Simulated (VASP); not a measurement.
Crystal: Cs3Al.

```xyz
4
Lattice="5.2893 0.0000 0.0000 0.0000 5.2893 0.0000 0.0000 0.0000 5.2893" Properties=species:S:1:pos:R:3 pbc="T T T"
Cs    0.0000    2.6447    2.6447
Cs    2.6447    0.0000    2.6447
Cs    2.6447    2.6447    0.0000
Al    0.0000    0.0000    0.0000
```

```yaml
Program: VASP 6.6.1
Task: relaxation of cell and atoms
Functional: r2SCAN
Potentials_or_basis: VASP PAW PBE potentials, release 64 (Cs_sv, Al)
Cutoff: 600 eV
k_mesh: 4 × 4 × 4
Occupations: gaussian, width 0.1 eV
Spin: no spin polarisation
```

At the start: pressure 5.9 GPa; volume 36.99 Å³/atom.

Q: How do energy, volume and symmetry change on relaxing?

A: Over 6 steps the energy falls by 306.1 meV/atom and the volume is 62.96 Å³/atom (+70.2 %); space group Pm-3m (No. 221, to 0.1 Å) before and after.

The path:
```csv
step,energy change (eV),largest force (eV/Å),pressure (GPa),volume (Å³)
1,0.0000,0.0000,5.94,147.98
2,-0.7861,0.0000,2.56,179.36
3,-1.1578,0.0000,0.73,218.24
4,-1.0847,0.0000,-0.62,312.07
5,-1.2218,0.0000,-0.11,258.09
6,-1.2244,0.0000,-0.01,251.84
```

Final structure:
```
Cs Al
1.0
     6.31504    0.00000    0.00000
     0.00000    6.31504    0.00000
     0.00000    0.00000    6.31504
Cs Al
3 1
Direct
  0.00000 0.50000 0.50000
  0.50000 0.00000 0.50000
  0.50000 0.50000 0.00000
  0.00000 0.00000 0.00000
```

Caveat: the volume moved by over 15 % at a fixed basis, so the end points are rough; the PAW data sets were made with another functional, which shifts forces and pressure a little.
